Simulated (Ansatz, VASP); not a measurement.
## Two plane-wave programs on ZnH5

INCAR

```
PREC = Accurate
ENCUT = 600
EDIFF = 1E-7
ISMEAR = 0
SIGMA = 0.1
LREAL = F
LASPH = T
NELM = 60
ALGO = Normal
ISIF = 3
LWAVE = F
LCHARG = F
GGA = PE
IBRION = 2
NSW = 100
EDIFFG = -0.01
```

Contents of KPOINTS:

```
Automatic mesh
0
Gamma
  12 12 8
```

POSCAR

```
ZnH5
1.0
    4.3565637886      0.0000000000      0.0000000000
   -2.1782818943      3.7728949141      0.0000000000
    0.0000000000      0.0000000000      5.8165758441
Zn H
1 5
Direct
    0.0000000000      0.0000000000      0.0000000000
    0.0000000000      0.0000000000      0.5648851551
    0.0000000000      0.0000000000      0.4351148449
    0.2186947923      0.7813052077      0.0000000000
    0.2186947923      0.4373895846      0.0000000000
    0.5626104154      0.7813052077      0.0000000000
```

Input for Ansatz:

```yaml
crystal:
  lattice:
    - [4.3565637886, 0.0, 0.0]
    - [-2.1782818943, 3.7728949141, 0.0]
    - [0.0, 0.0, 5.8165758441]
  atoms:
    - { symbol: Zn, position: [0.0, 0.0, 0.0] }
    - { symbol: H, position: [0.0, 0.0, 0.5648851551] }
    - { symbol: H, position: [0.0, 0.0, 0.4351148449] }
    - { symbol: H, position: [0.2186947923, 0.7813052077, 0.0] }
    - { symbol: H, position: [0.2186947923, 0.4373895846, 0.0] }
    - { symbol: H, position: [0.5626104154, 0.7813052077, 0.0] }
basis:
  ecutwfc: 420
kpoints:
  mp_grid: { grid: [12, 12, 8] }
hamiltonian:
  xc: pbe
scf:
  occupations: { method: gaussian, width: 0.1 }
output:
  forces: true
  stress: true
  eigenvalues: true
relax:
  adjacent_minimum: "off"
  f_tol: 0.01
  max_steps: 80
  cell: { stress_tol: 0.05 }
```

Alike in both runs: task relaxation of cell and atoms; functional PBE; k mesh 12 × 12 × 8; occupations gaussian, width 0.1 eV; no spin polarisation.

|  | VASP | Ansatz |
| --- | --- | --- |
| version | VASP 6.6.1 | Ansatz 0.2.0 |
| potentials or method | VASP PAW PBE potentials, release 64 (Zn, H), cutoff 600 eV | scalar-relativistic, plane waves, PAW |
| valence electrons in the cell | 17 | 17 |

```tsv
	VASP	Ansatz	Ansatz less VASP
gap on the k mesh at the Fermi level, each at its own relaxed structure (eV)	none	none	-
relaxed volume (Å³/atom)	16.95	18.07	+1.120
relaxed length of the cell vector where the two differ most in proportion (Å)	6.152	6.508	+0.3566
```

A gap of «none» marks a metal or a gap that the smearing closes. One of these differences is far larger than is usual between the two programs; its cause wasn't traced.
